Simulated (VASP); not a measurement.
# InSe2 (P4/nmm) in VASP: notebook

The runs below take InSe2 through single point, with PBE.

Everything below comes from runs of VASP 6.6.1. Logs are shortened: lines on timing, memory, paths and dates and some standing lists are left out, and cuts for length are marked.

## 1. The cell of the first run

Symmetry: P4/nmm, No. 129, tetragonal system. Conventional cell: a = 3.895 Å, b = 3.895 Å, c = 9.626 Å, α = 90.00°, β = 90.00°, γ = 90.00°. In (site symmetry 4mm) has 9 Se at 2.84 to 3.43 Å within 3.7 Å. Within 3.7 Å of Se (site symmetry 4mm) lie 5 In at 2.84 to 3.28 Å. Se (site symmetry -4m2) has 4 Se at 2.75 Å and 4 In at 3.43 Å within 3.6 Å.

## 2. Single point, PBE

The input, INCAR:

```
ALGO = Normal ; EDIFF = 1E-6
ENCUT = 520 ; GGA = PE
ISIF = 2 ; ISMEAR = 0
LASPH = True ; LCHARG = False
LREAL = False ; LWAVE = False
NBANDS = 34 ; NELM = 100
PREC = Accurate ; SIGMA = 0.5
```

The input, KPOINTS:

```
k-points
0
Gamma
  10 10 4
```

The input, POSCAR:

```
InSe2
1.0
    3.8948930000      0.0000000000      0.0000000000
    0.0000000000      3.8948930000      0.0000000000
    0.0000000000      0.0000000000      9.6262310000
In Se
2 4
Direct
    0.0000000000      0.5000000000      0.7064680000
    0.5000000000      0.0000000000      0.2935320000
    0.0000000000      0.5000000000      0.3662120000
    0.5000000000      0.0000000000      0.6337880000
    0.0000000000      0.0000000000      0.0000000000
    0.5000000000      0.5000000000      0.0000000000
```

Potentials or basis: VASP PAW PBE potentials, release 64 (In_d, Se).

Command:

```console
$ cat potpaw_PBE.64/In_d/POTCAR potpaw_PBE.64/Se/POTCAR > POTCAR
$ mpirun -np 1 vasp_std > vasp.out
```

OUTCAR:

```text
EDIFF = 1E-6
   ENCUT = 520
   GGA = PE
   ISIF = 2
   ISMEAR = 0
   LASPH = True
   LREAL = False
   NELM = 100
   PREC = Accurate

 ion  position               nearest neighbor table
   1  0.000  0.500  0.706-   4 2.84   4 2.84   4 2.84   4 2.84   3 3.28
   2  0.500  0.000  0.294-   3 2.84   3 2.84   3 2.84   3 2.84   4 3.28
   3  0.000  0.500  0.366-   2 2.84   2 2.84   2 2.84   2 2.84   1 3.28
   4  0.500  0.000  0.634-   1 2.84   1 2.84   1 2.84   1 2.84   2 3.28
   5  0.000  0.000  0.000-   6 2.75   6 2.75   6 2.75   6 2.75
   6  0.500  0.500  0.000-   5 2.75   5 2.75   5 2.75   5 2.75

  LATTYP: Found a simple tetragonal cell.
 ALAT       =     3.8948930000
 C/A-ratio  =     2.4715007575

  Lattice vectors:

 A1 = (   3.8948930000,   0.0000000000,   0.0000000000)
 A2 = (   0.0000000000,   3.8948930000,   0.0000000000)
 A3 = (   0.0000000000,   0.0000000000,   9.6262310000)

Analysis of symmetry for initial positions (statically):
=====================================================================
 Subroutine PRICEL returns:
 Original cell was already a primitive cell.

 Routine SETGRP: Setting up the symmetry group for a
 simple tetragonal supercell.

 Subroutine GETGRP returns: Found 16 space group operations
 (whereof  8 operations were pure point group operations)
 out of a pool of 16 trial point group operations.

The static configuration has the point symmetry D_2d.
 The point group associated with its full space group is D_4h.

Analysis of symmetry for dynamics (positions and initial velocities):
=====================================================================
 Subroutine PRICEL returns:
 Original cell was already a primitive cell.

 Routine SETGRP: Setting up the symmetry group for a
 simple tetragonal supercell.

 Subroutine GETGRP returns: Found 16 space group operations
 (whereof  8 operations were pure point group operations)
 out of a pool of 16 trial point group operations.

The dynamic configuration has the point symmetry D_2d.
 The point group associated with its full space group is D_4h.

 Subroutine INISYM returns: Found 16 space group operations
 (whereof  8 operations are pure point group operations),
 and found     1 'primitive' translations

----------------------------------------------------------------------------------------

                                     Primitive cell

  volume of cell :     146.0318

  direct lattice vectors                    reciprocal lattice vectors
     3.894893000  0.000000000  0.000000000     0.256746463  0.000000000  0.000000000
     0.000000000  3.894893000  0.000000000     0.000000000  0.256746463  0.000000000
     0.000000000  0.000000000  9.626231000     0.000000000  0.000000000  0.103882818

  length of vectors
     3.894893000  3.894893000  9.626231000     0.256746463  0.256746463  0.103882818

  position of ions in fractional coordinates (direct lattice)
     0.000000000  0.500000000  0.706468000
     0.500000000  0.000000000  0.293532000
     0.000000000  0.500000000  0.366212000
     0.500000000  0.000000000  0.633788000
     0.000000000  0.000000000  0.000000000
     0.500000000  0.500000000  0.000000000

  ion indices of the primitive-cell ions
   primitive index   ion index
                 1           1
                 2           2
                 3           3
                 4           4
                 5           5
                 6           6

----------------------------------------------------------------------------------------

 KPOINTS: k-points

Automatic generation of k-mesh.
 Grid dimensions read from file:
 generate k-points for:   10   10    4

 Generating k-lattice:

  Cartesian coordinates                     Fractional coordinates (reciprocal lattice)
     0.025674646  0.000000000  0.000000000     0.100000000  0.000000000  0.000000000
     0.000000000  0.025674646  0.000000000     0.000000000  0.100000000  0.000000000
     0.000000000  0.000000000  0.025970704     0.000000000  0.000000000  0.250000000

  Length of vectors
     0.025674646  0.025674646  0.025970704

  Shift w.r.t. Gamma in fractional coordinates (k-lattice)
     0.000000000  0.000000000  0.000000000

 Subroutine IBZKPT returns following result:
 ===========================================

 Found     63 irreducible k-points:

 Following reciprocal coordinates:
            Coordinates               Weight
  0.000000  0.000000  0.000000      1.000000
  0.100000  0.000000  0.000000      4.000000
  0.200000  0.000000  0.000000      4.000000
  0.300000  0.000000  0.000000      4.000000
  0.400000  0.000000  0.000000      4.000000
  0.500000  0.000000  0.000000      2.000000
[... 16 lines left out ...]
  0.100000  0.000000  0.250000      8.000000
  0.200000  0.000000  0.250000      8.000000
 [... further k-points ...]
   k-points           NKPTS =     63   k-points in BZ     NKDIM =     63   number of bands    NBANDS=     34
   number of dos      NEDOS =    301   number of ions     NIONS =      6
   total plane-waves  NPLWV =  64800
   dimension x,y,z NGX =    30 NGY =   30 NGZ =   72
   dimension x,y,z NGXF=    60 NGYF=   60 NGZF=  144
   ions per type =               2   4
   NGX,Y,Z   is equivalent  to a cutoff of  12.80, 12.80, 12.43 a.u.
   NGXF,Y,Z  is equivalent  to a cutoff of  25.61, 25.61, 24.87 a.u.
 SYSTEM =  unknown system
   PREC   = accura    normal or accurate (medium, high low for compatibility)
   ISTART =      0    job   : 0-new  1-cont  2-samecut
   ICHARG =      2    charge: 1-file 2-atom 10-const
   ISPIN  =      1    spin polarized calculation?
   LNONCOLLINEAR =      F non collinear calculations
   LSORBIT =      F    spin-orbit coupling
   LASPH  =      T    aspherical Exc in radial PAW
   ENCUT  =  520.0 eV  38.22 Ry    6.18 a.u.   7.24  7.24 17.90*2*pi/ulx,y,z
   NELM   =    100;   NELMIN=  2; NELMDL= -5     # of ELM steps
   EDIFF  = 0.1E-05   stopping-criterion for ELM
   LREAL  =      F    real-space projection
   EDIFFG = 0.1E-04   stopping-criterion for IOM
   NSW    =      0    number of steps for IOM
   IBRION =     -1    ionic relax: 0-MD 1-quasi-New 2-CG
   NFREE  =      0    steps in history (QN), initial steepest desc. (CG)
   ISIF   =      2    stress and relaxation
   ISYM   =      2    0-nonsym 1-usesym 2-fastsym
   POTIM  = 0.5000    time-step for ionic-motion
   TEBEG  =    0.0;   TEEND  =   0.0 temperature during run
   PSTRESS=    0.0 pullay stress
   NELECT =      50.0000    total number of electrons
   NUPDOWN=      -1.0000    fix difference up-down
   EMIN   =  10.00;   EMAX   =-10.00  energy-range for DOS
   EFERMI =   0.00;   METHOD = LEGACY
   ISMEAR =     0;   SIGMA  =   0.50  broadening in eV -4-tet -1-fermi 0-gaus
   EFERMI_NEDOS =   21; number of points for ismear=-14 and -15
   IALGO  =     38    algorithm
   IMIX   =      4    mixing-type and parameters
     AMIX     =   0.40;   BMIX     =  1.00
     AMIX_MAG =   1.60;   BMIX_MAG =  1.00
  volume/ion in A,a.u.               =      24.34       164.25
  Fermi-wavevector in a.u.,A,eV,Ry     =   1.145291  2.164286 17.846635  1.311691
  Thomas-Fermi vector in A             =   2.281980
   LORBIT       =      0    0 simple, 1 ext, 2 COOP (PROOUT), +10 PAW based schemes
   GGA     = PE    functional components
   LHFCALC =     F    Hartree Fock is set to
   AEXX    =    0.0000 exact exchange contribution
   IVDW    =     0    specifies the selected vdW correction
   LEPSILON=     F    determine dielectric tensor
   LRPA    =     F    only Hartree local field effects (RPA)
 non-spin polarized calculation
 Gauss-broadening in eV      SIGMA  =   0.50
  energy-cutoff  :      520.00
  volume of cell :      146.03
 maximum number of plane-waves:      3972
 NGX is ok and might be reduce to    30
   NGX = 15   NGY = 15   NGZ = 35

 number of electron      49.9999991 magnetization

 Free energy of the ion-electron system (eV)
  ---------------------------------------------------
  ext. energy  EPLUGINS =         0.00000000
  ---------------------------------------------------
  free energy    TOTEN  =       -20.40718131 eV

  energy without entropy =      -20.15410025  energy(sigma->0) =      -20.28064078

 E-fermi :   5.0211     XC(G=0):  -9.8756

 val. band max:        5.0116047208   @ k =   0.1000   0.1000   0.2500
 cond. band min:       5.0279809064   @ k =   0.5000   0.2000   0.0000
 fundamental gap:      0.0163761856
 Fermi energy:         5.0211390672

 k-point     1 :       0.0000    0.0000    0.0000
  band No.  band energies     occupation
      1     -10.0808      2.00000
      2      -9.6041      2.00000
      3      -9.5410      2.00000
      4      -9.4061      2.00000
      5      -9.4030      2.00000
      6      -9.3744      2.00000
[... 26 lines left out ...]
     33      11.2791      0.00000
     34      11.2894      0.00000

 k-point     2 :       0.1000    0.0000    0.0000
  band No.  band energies     occupation
      1     -10.0043      2.00000
      2      -9.5911      2.00000
      3      -9.5233      2.00000
      4      -9.4005      2.00000
      5      -9.3971      2.00000
      6      -9.3786      2.00000
[... 26 lines left out ...]
     33      11.0734      0.00000
     34      11.0984      0.00000

 k-point     3 :       0.2000    0.0000    0.0000
  band No.  band energies     occupation
      1      -9.7866      2.00000
      2      -9.5584      2.00000
      3      -9.4705      2.00000
      4      -9.3952      2.00000
      5      -9.3943      2.00000
      6      -9.3789      2.00000
[... 26 lines left out ...]
     33      10.6394      0.00000
     34      10.9283      0.00000
[... 704 lines left out ...]
 k-point    23 :       0.1000    0.0000    0.2500
  band No.  band energies     occupation
      1     -10.0021      2.00000
      2      -9.5841      2.00000
      3      -9.5292      2.00000
      4      -9.4001      2.00000
      5      -9.3976      2.00000
      6      -9.3778      2.00000
[... 26 lines left out ...]
     33      11.1315      0.00000
     34      11.3250      0.00000

 k-point    24 :       0.2000    0.0000    0.2500
  band No.  band energies     occupation
      1      -9.7867      2.00000
      2      -9.5445      2.00000
      3      -9.4817      2.00000
      4      -9.3965      2.00000
      5      -9.3921      2.00000
      6      -9.3787      2.00000
[... 26 lines left out ...]
     33      10.6587      0.00000
     34      11.4185      0.00000

 [... further k-points ...]
[... 5 lines left out ...]
  --------------------------------------------------------------------------------------
  -------------------------------------------------------------------------------------
  Total       -0.1519992     -0.1519992      0.5254003      0.0000000      0.0000000      0.0000000
  in kB       -1.6676485     -1.6676485      5.7643932      0.0000000      0.0000000      0.0000000
  external PRESSURE =       0.8096988 kB  Pullay stress =       0.0000000 kB

 VOLUME and BASIS-vectors are now :
 -----------------------------------------------------------------------------
  energy-cutoff  :      520.00
  volume of cell :      146.03
      direct lattice vectors                 reciprocal lattice vectors
     3.894893000  0.000000000  0.000000000     0.256746463  0.000000000  0.000000000
     0.000000000  3.894893000  0.000000000     0.000000000  0.256746463  0.000000000
     0.000000000  0.000000000  9.626231000     0.000000000  0.000000000  0.103882818

 POSITION                                       TOTAL-FORCE (eV/Angst)
 -----------------------------------------------------------------------------------
      0.00000      1.94745      6.80062        -0.000000      0.000000     -0.078540
      1.94745      0.00000      2.82561        -0.000000     -0.000000      0.078540
      0.00000      1.94745      3.52524        -0.000000      0.000000     -0.033382
      1.94745      0.00000      6.10099        -0.000000     -0.000000      0.033382
      0.00000      0.00000      0.00000        -0.000000      0.000000      0.000000
      1.94745      1.94745      0.00000         0.000000     -0.000000      0.000000
 -----------------------------------------------------------------------------------
    total drift:                                0.000000      0.000000      0.000000

  FREE ENERGIE OF THE ION-ELECTRON SYSTEM (eV)
  ---------------------------------------------------
  free  energy   TOTEN  =       -20.4071813064 eV

  energy  without entropy=      -20.1541002514  energy(sigma->0) =      -20.28064078
```

It took 2.1 min on 1 thread of Intel Xeon 6975P-C (Granite Rapids), shared host; peak memory 0.4 GiB.

What came out:

* Free energy: -20.4072 eV
* Pressure: 0.1 GPa
* Largest force: 0.079 eV/Å
* Band gap on the k mesh: zero (band 25 reaches 5.77 eV, above the bottom of band 26 at 3.66 eV)

Forces on the atoms (eV/Å):
```
In   0.000  0.000 -0.079
In   0.000  0.000  0.079
Se   0.000  0.000 -0.033
Se   0.000  0.000  0.033
Se   0.000  0.000  0.000
Se   0.000  0.000  0.000
```

Caveat: spin-orbit coupling is left out, which moves the levels of the heavy elements.

## 3. Single point, PBE

The input, INCAR:

```
SYSTEM = InSe2
ALGO = Normal
EDIFF = 1E-6
ENCUT = 520
GGA = PE
ISIF = 2
ISMEAR = -1
LASPH = .True.
LCHARG = .False.
LREAL = .False.
LWAVE = .False.
NBANDS = 34
NELM = 100
PREC = Accurate
SIGMA = 0.05
```

The input, KPOINTS:

```
k-points
0
Gamma
  10 10 4
  0 0 0
```

POSCAR is that of step 2.

Potentials or basis: VASP PAW PBE potentials, release 64 (In_d, Se).

Command:

```console
$ cat potpaw_PBE.64/In_d/POTCAR potpaw_PBE.64/Se/POTCAR > POTCAR
$ mpirun -np 1 vasp_std > vasp.out
```

Wall time 2.1 min (1 thread of Intel Xeon 6975P-C (Granite Rapids), shared host); peak memory 0.4 GiB.

It converged, with:

- Free energy: -20.2883 eV
- Pressure: -0.1 GPa
- Largest force: 0.056 eV/Å
- Band gap on the k mesh: zero (band 25 reaches 5.76 eV, above the bottom of band 26 at 3.65 eV)

Forces in eV/Å, atoms in the order of the input:
```
In   0.000  0.000 -0.056
In   0.000  0.000  0.056
Se   0.000  0.000 -0.027
Se   0.000  0.000  0.027
Se   0.000  0.000  0.000
Se   0.000  0.000  0.000
```

Stress tensor (GPa, compression positive):
```
-0.36  0.00  0.00
 0.00 -0.36  0.00
 0.00  0.00  0.48
```

Levels at points of the mesh, in eV from the Fermi level:
```
           k point  band 23  band 24  band 25  band 26  band 27  band 28
(0.00, 0.00, 0.00)    -1.69    -1.69     0.21     0.59     2.84     2.84
(0.50, 0.00, 0.00)    -1.28    -1.28    -0.95    -0.95     1.73     1.73
(0.50, 0.50, 0.00)    -1.51    -1.51    -1.04    -1.04     2.73     2.73
(0.00, 0.00, 0.50)    -1.63    -1.16     0.21     0.64     2.08     2.84
(0.50, 0.00, 0.50)    -0.96    -0.96    -0.95    -0.95     1.18     1.18
(0.50, 0.50, 0.50)    -1.75    -1.75    -1.41    -1.41     3.54     3.54
```

Caveat: spin-orbit coupling is left out, which moves the levels of the heavy elements.

## 4. Single point, PBE

The input, INCAR:

```
PREC = Accurate
ENCUT = 520
EDIFF = 1E-6
ISMEAR = -1
SIGMA = 0.2
LREAL = False
LASPH = True
NELM = 100
ALGO = Normal
ISIF = 2
LWAVE = False
LCHARG = True
GGA = PE
LELF = True
LVHAR = True
NBANDS = 34
```

The input, KPOINTS:

```
regular mesh
0
Gamma
  10 10 4
```

POSCAR is that of step 3.

Command:

```console
$ cat potpaw_PBE.64/In_d/POTCAR potpaw_PBE.64/Se/POTCAR > POTCAR
$ mpirun -np 1 vasp_std > vasp.out
```

Run time: 2.1 min. Hardware: 1 thread of Intel Xeon 6975P-C (Granite Rapids), shared host; peak memory 0.4 GiB.

It converged, with:

| Quantity | Value |
| --- | --- |
| Free energy | -20.4174 eV |
| Pressure | 0.1 GPa |
| Largest force | 0.073 eV/Å |
| Band gap on the k mesh | zero (band 25 reaches 5.77 eV, above the bottom of band 26 at 3.66 eV) |

Forces on the atoms (eV/Å):
```
In   0.000  0.000 -0.073
In   0.000  0.000  0.073
Se   0.000  0.000 -0.031
Se   0.000  0.000  0.031
Se   0.000  0.000  0.000
Se   0.000  0.000  0.000
```

Stress tensor (GPa, compression positive):
```
-0.11  0.00  0.00
 0.00 -0.11  0.00
 0.00  0.00  0.56
```

Levels at points of the mesh, in eV from the Fermi level:
| k point | band 22 | band 23 | band 24 | band 25 | band 26 | band 27 | band 28 | band 29 |
| --- | --- | --- | --- | --- | --- | --- | --- | --- |
| (0.00, 0.00, 0.00) | -1.95 | -1.65 | -1.65 | 0.22 | 0.63 | 2.85 | 2.85 | 3.37 |
| (0.50, 0.00, 0.00) | -1.84 | -1.26 | -1.26 | -0.90 | -0.90 | 1.76 | 1.76 | 3.15 |
| (0.50, 0.50, 0.00) | -3.50 | -1.49 | -1.49 | -1.00 | -1.00 | 2.77 | 2.77 | 4.00 |
| (0.00, 0.00, 0.50) | -1.58 | -1.58 | -1.12 | 0.22 | 0.69 | 2.12 | 2.85 | 2.85 |
| (0.50, 0.00, 0.50) | -1.60 | -0.93 | -0.93 | -0.91 | -0.91 | 1.22 | 1.22 | 3.51 |
| (0.50, 0.50, 0.50) | -3.34 | -1.73 | -1.73 | -1.37 | -1.37 | 3.58 | 3.58 | 4.47 |

Caveat: spin-orbit coupling is left out, which moves the levels of the heavy elements.

(Continued in part 2 of 2.)
